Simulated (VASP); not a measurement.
# AlCo (Pm-3m) in VASP: notebook

AlCo is run at these levels: PBE; tasks: single point.

All numbers are computed with VASP 6.6.1; they aren't measurements. Logs are shortened: lines on timing, memory, paths and dates and some standing lists are left out, and cuts for length are marked.

## Step 1: The cell of the first run

Symmetry: Pm-3m, No. 221, cubic system. The conventional cell has a = 2.805 Å, b = 2.805 Å, c = 2.805 Å, α = 90.00°, β = 90.00°, γ = 90.00°. Al (site symmetry m-3m) has 8 Co at 2.43 Å and 6 Al at 2.81 Å within 3.2 Å. Within 3.2 Å of Co (site symmetry m-3m) lie 8 Al at 2.43 Å and 6 Co at 2.81 Å.

## Step 2: Single point, PBE, collinear spin, ferromagnetic start

File INCAR:

```
PREC = Accurate ; ENCUT = 520
EDIFF = 1E-6 ; ISMEAR = -1
SIGMA = 0.1 ; LREAL = False
LASPH = True ; NELM = 150
ALGO = Normal ; ISIF = 2
LWAVE = False ; LCHARG = True
ISPIN = 2 ; MAGMOM = 0 2.5
LORBIT = 11 ; LMAXMIX = 4
GGA = PE ; LELF = True
LVHAR = True ; NBANDS = 17
```

File KPOINTS:

```
Automatic mesh
0
Gamma
  12 12 12
```

File POSCAR:

```
AlCo
1.0
    2.8053217316      0.0000000000      0.0000000000
    0.0000000000      2.8053217316      0.0000000000
    0.0000000000      0.0000000000      2.8053217316
Al Co
1 1
Direct
    0.0000000000      0.0000000000      0.0000000000
    0.5000000000      0.5000000000      0.5000000000
```

Potentials or basis: VASP PAW PBE potentials, release 64 (Al, Co).

Command:

```sh
$ cat potpaw_PBE.64/Al/POTCAR potpaw_PBE.64/Co/POTCAR > POTCAR
$ mpirun -np 1 vasp_std > vasp.out
```

OUTCAR:

```text
PREC = Accurate
   ENCUT = 520
   EDIFF = 1E-6
   ISMEAR = -1
   LREAL = False
   LASPH = True
   NELM = 150
   ISIF = 2
   ISPIN = 2
   LORBIT = 11
   GGA = PE

 ion  position               nearest neighbor table
   1  0.000  0.000  0.000-   2 2.43   2 2.43   2 2.43   2 2.43   2 2.43   2 2.43   2 2.43   2 2.43

   2  0.500  0.500  0.500-   1 2.43   1 2.43   1 2.43   1 2.43   1 2.43   1 2.43   1 2.43   1 2.43

  LATTYP: Found a simple cubic cell.
 ALAT       =     2.8053217316

  Lattice vectors:

 A1 = (   2.8053217316,   0.0000000000,   0.0000000000)
 A2 = (   0.0000000000,   2.8053217316,   0.0000000000)
 A3 = (   0.0000000000,   0.0000000000,   2.8053217316)

Analysis of symmetry for initial positions (statically):
=====================================================================
 Subroutine PRICEL returns:
 Original cell was already a primitive cell.

 Routine SETGRP: Setting up the symmetry group for a
 simple cubic supercell.

 Subroutine GETGRP returns: Found 48 space group operations
 (whereof 48 operations were pure point group operations)
 out of a pool of 48 trial point group operations.

The static configuration has the point symmetry O_h .

Analysis of symmetry for dynamics (positions and initial velocities):
=====================================================================
 Subroutine PRICEL returns:
 Original cell was already a primitive cell.

 Routine SETGRP: Setting up the symmetry group for a
 simple cubic supercell.

 Subroutine GETGRP returns: Found 48 space group operations
 (whereof 48 operations were pure point group operations)
 out of a pool of 48 trial point group operations.

The dynamic configuration has the point symmetry O_h .

Analysis of structural, dynamic, and magnetic symmetry:
=====================================================================
 Subroutine PRICEL returns:
 Original cell was already a primitive cell.

 Routine SETGRP: Setting up the symmetry group for a
 simple cubic supercell.

 Subroutine GETGRP returns: Found 48 space group operations
 (whereof 48 operations were pure point group operations)
 out of a pool of 48 trial point group operations.

The overall configuration has the point symmetry O_h .

 Subroutine INISYM returns: Found 48 space group operations
 (whereof 48 operations are pure point group operations),
 and found     1 'primitive' translations

----------------------------------------------------------------------------------------

                                     Primitive cell

  volume of cell :      22.0774

  direct lattice vectors                    reciprocal lattice vectors
     2.805321732  0.000000000  0.000000000     0.356465353  0.000000000  0.000000000
     0.000000000  2.805321732  0.000000000     0.000000000  0.356465353  0.000000000
     0.000000000  0.000000000  2.805321732     0.000000000  0.000000000  0.356465353

  length of vectors
     2.805321732  2.805321732  2.805321732     0.356465353  0.356465353  0.356465353

  position of ions in fractional coordinates (direct lattice)
     0.000000000  0.000000000  0.000000000
     0.500000000  0.500000000  0.500000000

  ion indices of the primitive-cell ions
   primitive index   ion index
                 1           1
                 2           2

----------------------------------------------------------------------------------------

 KPOINTS: Automatic mesh

Automatic generation of k-mesh.
 Grid dimensions read from file:
 generate k-points for:   12   12   12

 Generating k-lattice:

  Cartesian coordinates                     Fractional coordinates (reciprocal lattice)
     0.029705446  0.000000000  0.000000000     0.083333333  0.000000000  0.000000000
     0.000000000  0.029705446  0.000000000     0.000000000  0.083333333  0.000000000
     0.000000000  0.000000000  0.029705446     0.000000000  0.000000000  0.083333333

  Length of vectors
     0.029705446  0.029705446  0.029705446

  Shift w.r.t. Gamma in fractional coordinates (k-lattice)
     0.000000000  0.000000000  0.000000000

 Subroutine IBZKPT returns following result:
 ===========================================

 Found     84 irreducible k-points:

 Following reciprocal coordinates:
            Coordinates               Weight
  0.000000  0.000000  0.000000      1.000000
  0.083333  0.000000  0.000000      6.000000
  0.166667  0.000000  0.000000      6.000000
  0.250000  0.000000  0.000000      6.000000
  0.333333  0.000000  0.000000      6.000000
  0.416667  0.000000  0.000000      6.000000
[... 16 lines left out ...]
  0.333333  0.333333  0.000000     12.000000
  0.416667  0.333333  0.000000     24.000000
 [... further k-points ...]
   k-points           NKPTS =     84   k-points in BZ     NKDIM =     84   number of bands    NBANDS=     17
   number of dos      NEDOS =    301   number of ions     NIONS =      2
   total plane-waves  NPLWV =  13824
   dimension x,y,z NGX =    24 NGY =   24 NGZ =   24
   dimension x,y,z NGXF=    48 NGYF=   48 NGZF=   48
   ions per type =               1   1
   NGX,Y,Z   is equivalent  to a cutoff of  14.22, 14.22, 14.22 a.u.
   NGXF,Y,Z  is equivalent  to a cutoff of  28.45, 28.45, 28.45 a.u.
 SYSTEM =  unknown system
   PREC   = accura    normal or accurate (medium, high low for compatibility)
   ISTART =      0    job   : 0-new  1-cont  2-samecut
   ICHARG =      2    charge: 1-file 2-atom 10-const
   ISPIN  =      2    spin polarized calculation?
   LNONCOLLINEAR =      F non collinear calculations
   LSORBIT =      F    spin-orbit coupling
   LASPH  =      T    aspherical Exc in radial PAW
   ENCUT  =  520.0 eV  38.22 Ry    6.18 a.u.   5.22  5.22  5.22*2*pi/ulx,y,z
   NELM   =    150;   NELMIN=  2; NELMDL= -5     # of ELM steps
   EDIFF  = 0.1E-05   stopping-criterion for ELM
   LREAL  =      F    real-space projection
   EDIFFG = 0.1E-04   stopping-criterion for IOM
   NSW    =      0    number of steps for IOM
   IBRION =     -1    ionic relax: 0-MD 1-quasi-New 2-CG
   NFREE  =      0    steps in history (QN), initial steepest desc. (CG)
   ISIF   =      2    stress and relaxation
   ISYM   =      2    0-nonsym 1-usesym 2-fastsym
   POTIM  = 0.5000    time-step for ionic-motion
   TEBEG  =    0.0;   TEEND  =   0.0 temperature during run
   PSTRESS=    0.0 pullay stress
   NELECT =      12.0000    total number of electrons
   NUPDOWN=      -1.0000    fix difference up-down
   EMIN   =  10.00;   EMAX   =-10.00  energy-range for DOS
   EFERMI =   0.00;   METHOD = LEGACY
   ISMEAR =    -1;   SIGMA  =   0.10  broadening in eV -4-tet -1-fermi 0-gaus
   EFERMI_NEDOS =   21; number of points for ismear=-14 and -15
   IALGO  =     38    algorithm
   IMIX   =      4    mixing-type and parameters
     AMIX     =   0.40;   BMIX     =  1.00
     AMIX_MAG =   1.60;   BMIX_MAG =  1.00
  volume/ion in A,a.u.               =      11.04        74.49
  Fermi-wavevector in a.u.,A,eV,Ry     =   1.336039  2.524748 24.286414  1.785001
  Thomas-Fermi vector in A             =   2.464697
   LORBIT       =     11    0 simple, 1 ext, 2 COOP (PROOUT), +10 PAW based schemes
   GGA     = PE    functional components
   LHFCALC =     F    Hartree Fock is set to
   AEXX    =    0.0000 exact exchange contribution
   IVDW    =     0    specifies the selected vdW correction
   LEPSILON=     F    determine dielectric tensor
   LRPA    =     F    only Hartree local field effects (RPA)
 spin polarized calculation
  energy-cutoff  :      520.00
  volume of cell :       22.08
 maximum number of plane-waves:       624
 NGX is ok and might be reduce to    24
   NGX = 11   NGY = 11   NGZ = 11

 number of electron      11.9999998 magnetization      -0.0002589

 number of electron      11.9999998 magnetization       0.0016089

 Free energy of the ion-electron system (eV)
  ---------------------------------------------------
  ext. energy  EPLUGINS =         0.00000000
  ---------------------------------------------------
  free energy    TOTEN  =       -11.96934194 eV

  energy without entropy =      -11.94209713  energy(sigma->0) =      -11.95571954

 E-fermi :  11.1893     XC(G=0): -12.4976

 val. band max:       11.1149496447   @ k =   0.5000   0.4167   0.0833
 cond. band min:      11.2189214865   @ k =   0.4167   0.4167   0.0000
 fundamental gap:      0.1039718418
 Fermi energy:        11.1892869541

 spin component 1

 k-point     1 :       0.0000    0.0000    0.0000
  band No.  band energies     occupation
      1      -0.1756      1.00000
      2       8.0448      1.00000
      3       8.0448      1.00000
      4      10.3235      0.99983
      5      10.3235      0.99983
      6      10.3235      0.99983
[... 9 lines left out ...]
     16      35.3580      0.00000
     17      35.3580      0.00000
[... 441 lines left out ...]
 k-point    24 :       0.4167    0.3333    0.0000
  band No.  band energies     occupation
      1       4.6766      1.00000
      2       6.8882      1.00000
      3       8.5005      1.00000
      4       9.1088      1.00000
      5       9.6016      1.00000
      6       9.7868      1.00000
[... 9 lines left out ...]
     16      34.1142      0.00000
     17      34.2222      0.00000

 [... further k-points ...]

 spin component 2

 k-point     1 :       0.0000    0.0000    0.0000
  band No.  band energies     occupation
      1      -0.1753      1.00000
      2       8.0464      1.00000
      3       8.0464      1.00000
      4      10.3250      0.99982
      5      10.3250      0.99982
      6      10.3250      0.99982
[... 9 lines left out ...]
     16      35.3583      0.00000
     17      35.3583      0.00000
[... 441 lines left out ...]
 k-point    24 :       0.4167    0.3333    0.0000
  band No.  band energies     occupation
      1       4.6770      1.00000
      2       6.8889      1.00000
      3       8.5014      1.00000
      4       9.1102      1.00000
      5       9.6029      1.00000
      6       9.7881      1.00000
[... 9 lines left out ...]
     16      34.1151      0.00000
     17      34.2223      0.00000

 [... further k-points ...]
[... 5 lines left out ...]
  --------------------------------------------------------------------------------------
  -------------------------------------------------------------------------------------
  Total        1.3811904      1.3811904      1.3811904     -0.0000000     -0.0000000      0.0000000
  in kB      100.2342373    100.2342373    100.2342373     -0.0000000     -0.0000000      0.0000000
  external PRESSURE =     100.2342373 kB  Pullay stress =       0.0000000 kB

 VOLUME and BASIS-vectors are now :
 -----------------------------------------------------------------------------
  energy-cutoff  :      520.00
  volume of cell :       22.08
      direct lattice vectors                 reciprocal lattice vectors
     2.805321732  0.000000000  0.000000000     0.356465353  0.000000000  0.000000000
     0.000000000  2.805321732  0.000000000     0.000000000  0.356465353  0.000000000
     0.000000000  0.000000000  2.805321732     0.000000000  0.000000000  0.356465353

 POSITION                                       TOTAL-FORCE (eV/Angst)
 -----------------------------------------------------------------------------------
      0.00000      0.00000      0.00000         0.000000      0.000000      0.000000
      1.40266      1.40266      1.40266         0.000000      0.000000      0.000000
 -----------------------------------------------------------------------------------
    total drift:                                0.000000     -0.000000     -0.000000

  FREE ENERGIE OF THE ION-ELECTRON SYSTEM (eV)
  ---------------------------------------------------
  free  energy   TOTEN  =       -11.9693419448 eV

  energy  without entropy=      -11.9420971301  energy(sigma->0) =      -11.95571954

 total charge

# of ion       s       p       d       tot
------------------------------------------
    1        0.401   0.451   0.000   0.851
    2        0.454   0.548   7.543   8.544
--------------------------------------------------
tot          0.854   0.998   7.543   9.395

 magnetization (x)

# of ion       s       p       d       tot
------------------------------------------
    1       -0.000  -0.000   0.000  -0.000
    2        0.000  -0.000   0.001   0.001
--------------------------------------------------
tot         -0.000  -0.000   0.001   0.001
```

Wall time 47 s (1 thread of Intel Xeon Platinum 8259CL at 2.50GHz (Skylake/Cascade Lake), shared host); peak memory 0.18 GiB.

Results:

```
Free energy                                           : -11.9693 eV
Pressure                                              : 10.0 GPa
Band gap on the k mesh                                : zero (filled and empty bands overlap)
Net moment                                            : 0.00 μB per cell
Valence electrons inside the program's atomic spheres : Al 0.85; Co 8.54
```

Levels at points of the mesh, in eV from the Fermi level:
Spin up:
| k point | band 2 | band 3 | band 4 | band 5 | band 6 | band 7 | band 8 | band 9 | band 10 | band 11 |
| --- | --- | --- | --- | --- | --- | --- | --- | --- | --- | --- |
| (0.00, 0.00, 0.00) | -3.14 | -3.14 | -0.87 | -0.87 | -0.87 | 6.25 | 6.25 | 6.25 | 8.97 | 8.97 |
| (0.50, 0.00, 0.00) | -6.83 | -2.51 | -1.79 | -1.79 | -0.75 | 0.24 | 8.49 | 10.92 | 10.92 | 12.20 |
| (0.50, 0.50, 0.00) | -3.21 | -2.74 | -2.74 | -1.58 | -1.58 | -0.22 | 2.61 | 3.77 | 13.34 | 16.30 |
| (0.50, 0.50, 0.50) | -4.13 | -4.13 | -0.18 | -0.18 | 2.42 | 2.42 | 2.42 | 4.60 | 5.62 | 5.62 |
Spin down:
```csv
k point,band 2,band 3,band 4,band 5,band 6,band 7,band 8,band 9,band 10,band 11
"(0.00, 0.00, 0.00)",-3.14,-3.14,-0.86,-0.86,-0.86,6.25,6.25,6.25,8.97,8.97
"(0.50, 0.00, 0.00)",-6.83,-2.51,-1.79,-1.79,-0.74,0.24,8.49,10.92,10.92,12.20
"(0.50, 0.50, 0.00)",-3.21,-2.74,-2.74,-1.58,-1.58,-0.22,2.61,3.77,13.34,16.30
"(0.50, 0.50, 0.50)",-4.13,-4.13,-0.18,-0.18,2.42,2.42,2.42,4.60,5.62,5.62
```

Caveat: the cell stands under pressure.

## Step 3: Single point, PBE, collinear spin, ferromagnetic start

This run uses another cell than the first one, of 11.30 Å³/atom.

File INCAR:

```
SYSTEM = AlCo
PREC     = Accurate       ! precision mode
ENCUT    = 520            ! plane-wave cutoff, eV
EDIFF    = 1E-6           ! SCF threshold, eV
ISMEAR   = -1             ! smearing method
SIGMA    = 0.1            ! smearing width, eV
LREAL    = .False.        ! projectors in reciprocal space
LASPH    = .True.         ! aspherical terms in the spheres
NELM     = 150            ! most SCF steps
ALGO     = Normal         ! electronic algorithm
ISIF     = 2              ! what is computed and relaxed
LWAVE    = .False.        ! write WAVECAR
LCHARG   = .False.        ! write CHGCAR
ISPIN    = 2              ! spin polarisation
MAGMOM   = 0 2.5          ! initial moments
LORBIT   = 11             ! projections on sites
LMAXMIX  = 4              ! l up to which the mixer works
GGA      = PE             ! functional
NBANDS   = 17             ! bands
```

File KPOINTS:

```
Automatic mesh
0
Gamma
  12 12 12
  0 0 0
```

File POSCAR:

```
AlCo
1.0
    2.8276740003      0.0000000000      0.0000000000
    0.0000000000      2.8276740003      0.0000000000
    0.0000000000      0.0000000000      2.8276740003
Al Co
1 1
Direct
    0.0000000000      0.0000000000      0.0000000000
    0.5000000000      0.5000000000      0.5000000000
```

Potentials or basis: VASP PAW PBE potentials, release 64 (Al, Co).

Command:

```sh
$ cat potpaw_PBE.64/Al/POTCAR potpaw_PBE.64/Co/POTCAR > POTCAR
$ mpirun -np 1 vasp_std > vasp.out
```

It took 50 s on 1 thread of Intel Xeon Platinum 8259CL at 2.50GHz (Skylake/Cascade Lake), shared host; peak memory 0.18 GiB.

It converged, with:

| Item | Value |
| --- | --- |
| Free energy | -11.9939 eV |
| Pressure | 5.0 GPa |
| Band gap on the k mesh | zero (filled and empty bands overlap) |
| Net moment | 0.00 μB per cell |
| Valence electrons inside the program's atomic spheres | Al 0.84; Co 8.49 |

Levels at points of the mesh, in eV from the Fermi level:
Spin up:
| k point | band 4 | band 5 | band 6 | band 7 | band 8 | band 9 |
| --- | --- | --- | --- | --- | --- | --- |
| (0.00, 0.00, 0.00) | -0.83 | -0.83 | -0.83 | 6.12 | 6.12 | 6.12 |
| (0.50, 0.00, 0.00) | -1.73 | -1.73 | -0.72 | 0.23 | 8.47 | 10.78 |
| (0.50, 0.50, 0.00) | -2.69 | -1.52 | -1.52 | -0.21 | 2.54 | 3.63 |
| (0.50, 0.50, 0.50) | -0.17 | -0.17 | 2.43 | 2.43 | 2.43 | 4.37 |
Spin down:
| k point | band 4 | band 5 | band 6 | band 7 | band 8 | band 9 |
| --- | --- | --- | --- | --- | --- | --- |
| (0.00, 0.00, 0.00) | -0.83 | -0.83 | -0.83 | 6.12 | 6.12 | 6.12 |
| (0.50, 0.00, 0.00) | -1.73 | -1.73 | -0.72 | 0.23 | 8.47 | 10.78 |
| (0.50, 0.50, 0.00) | -2.69 | -1.52 | -1.52 | -0.21 | 2.54 | 3.63 |
| (0.50, 0.50, 0.50) | -0.17 | -0.17 | 2.43 | 2.43 | 2.43 | 4.37 |

Caveat: the cell stands under pressure.
